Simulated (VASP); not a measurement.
PbO2: single point with PBE

The system is PbO2.

```
Pb O
1.0
     0.00000    2.57000    2.57000
     2.57000    0.00000    2.57000
     2.57000    2.57000    0.00000
Pb O
1 2
Direct
  0.00000 0.00000 0.00000
  0.25000 0.25000 0.25000
  0.75000 0.75000 0.75000
```

```yaml
Program: VASP 6.6.1
Task: single point
Functional: PBE
Potentials_or_basis: VASP PAW PBE potentials, release 64 (Pb_d, O)
Cutoff: 520 eV
k_mesh: 9 × 9 × 9
Occupations: fermi-dirac, width 0.03 eV
Spin: no spin polarisation
Dipole_correction: no
Further_INCAR_settings: ALGO = Normal; EDIFF = 1e-06; NBANDS = 20
```

```yaml
Pressure: 29.8 GPa
Band_gap_on_the_k_mesh: zero (band 13 reaches 7.67 eV, above the bottom of band 14 at 6.22 eV)
```

Levels at points of the mesh, in eV from the Fermi level:
| k point | band 10 | band 11 | band 12 | band 13 | band 14 | band 15 | band 16 | band 17 |
| --- | --- | --- | --- | --- | --- | --- | --- | --- |
| (0.00, 0.00, 0.00) | -2.26 | -1.59 | -1.59 | -1.59 | -1.55 | 7.35 | 7.35 | 7.35 |

Wall time 19 s on 1 thread of Intel(R) Xeon(R) Platinum 8488C (Sapphire Rapids), with other jobs on the host, peak memory 0.16 GiB.

Caveat: spin-orbit coupling is left out, which moves the levels of the heavy elements.
